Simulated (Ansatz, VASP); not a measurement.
## Sr in VASP and in Ansatz

```
Sr
1.0
    -0.01521    3.04235    3.04235
     3.04235   -0.01521    3.04235
     3.02714    3.02714    0.00000
Sr
1
Direct
  0.00000 0.00000 0.00000
```

Change from the starting cell: strain -0.0100 x Voigt [0, 0, 0, 0, 0, 1], atoms carried along.

Alike in both runs: task single point; functional PBE; k mesh 14 × 14 × 14; occupations gaussian, width 0.15 eV; no spin polarisation.

|  | VASP | Ansatz |
| --- | --- | --- |
| version | VASP 6.6.1 | Ansatz 0.2.0 |
| potentials or method | VASP PAW PBE potentials, release 64 (Sr_sv), cutoff 520 eV | scalar-relativistic, plane waves, PAW |
| valence electrons in the cell | 10 | 10 |

|  | VASP | Ansatz | Ansatz less VASP |
| --- | --- | --- | --- |
| gap on the k mesh at the Fermi level (eV) | none | none | - |
| pressure (GPa) | -0.3 | -0.3 | -0.01 |
| traceless stress, the component that is largest in VASP (GPa) | 0.10 | 0.10 | 0.000 |

A gap of «none» marks a metal or a gap that the smearing closes. With one functional, cell and mesh, what is left measures potentials, basis and numerics.
